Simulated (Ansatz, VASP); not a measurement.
## Two plane-wave programs on CdW2

```
Cd W
1.0
     2.98033    0.00000    0.00000
    -1.49017    2.58104    0.00000
     0.00000    0.00000    7.05881
Cd W
1 2
Direct
  0.00000 0.00000 0.00000
  0.33333 0.66667 0.34525
  0.66667 0.33333 0.65475
```

Alike in both runs: task relaxation of cell and atoms; functional PBE; k mesh 6 × 6 × 4; occupations gaussian, width 0.1 eV; no spin polarisation.

```csv
,VASP,Ansatz
version,VASP 6.6.1,Ansatz 0.2.0
potentials or method,"VASP PAW PBE potentials, release 64 (Cd, W_sv), cutoff 500 eV","scalar-relativistic, plane waves, PAW"
valence electrons in the cell,40,48
```

|  | VASP | Ansatz | Ansatz less VASP |
| --- | --- | --- | --- |
| gap on the k mesh at the Fermi level, each at its own relaxed structure (eV) | none | none | - |
| relaxed volume (Å³/atom) | 17.49 | 17.41 | -0.072 |
| relaxed cell length with the largest relative difference (Å) | 7.555 | 7.541 | -0.0139 |

A gap of «none» marks a metal or a gap that the smearing closes. VASP's potentials hold 40 valence electrons a cell and Ansatz's 48, so a difference there can come from the potentials and not from the codes.

The k mesh is coarse, so the values compare programs but aren't converged. Neither program's run includes spin-orbit coupling.
